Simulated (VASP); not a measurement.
A run of VASP 6.6.1 is set up as follows.

File INCAR:

```
SYSTEM = Rh
PREC     = Accurate       ! precision mode
ENCUT    = 520            ! plane-wave cutoff, eV
EDIFF    = 1E-7           ! SCF threshold, eV
ISMEAR   = 0              ! smearing method
SIGMA    = 0.15           ! smearing width, eV
LREAL    = .False.        ! projectors in reciprocal space
LASPH    = .True.         ! aspherical terms in the spheres
NELM     = 60             ! most SCF steps
ALGO     = Normal         ! electronic algorithm
ISIF     = 2              ! what is computed and relaxed
LWAVE    = .False.        ! write WAVECAR
LCHARG   = .False.        ! write CHGCAR
GGA      = PS             ! functional
NBANDS   = 14             ! bands
```

Contents of KPOINTS:

```
Automatic mesh
0
Gamma
  22 22 22
  0 0 0
```

POSCAR

```
Rh
1.0
    0.0000000000      1.9585965000      1.9585965000
    1.9585965000      0.0000000000      1.9585965000
    1.9585965000      1.9585965000      0.0000000000
Rh
1
Direct
    0.0000000000      0.0000000000      0.0000000000
```

Potentials or basis: VASP PAW PBE potentials, release 64 (Rh_pv).

Launch:

```console
$ cat potpaw_PBE.64/Rh_pv/POTCAR > POTCAR
$ mpirun -np 1 vasp_std > vasp.out
```

Problem. Estimate the pressure.

Solution. -23.9 GPa.

Caveat: the cell differs from its parent crystal (strain +0.030 along x and y, +0.030 along z); the PAW data sets were made with another functional, which shifts forces and pressure a little.
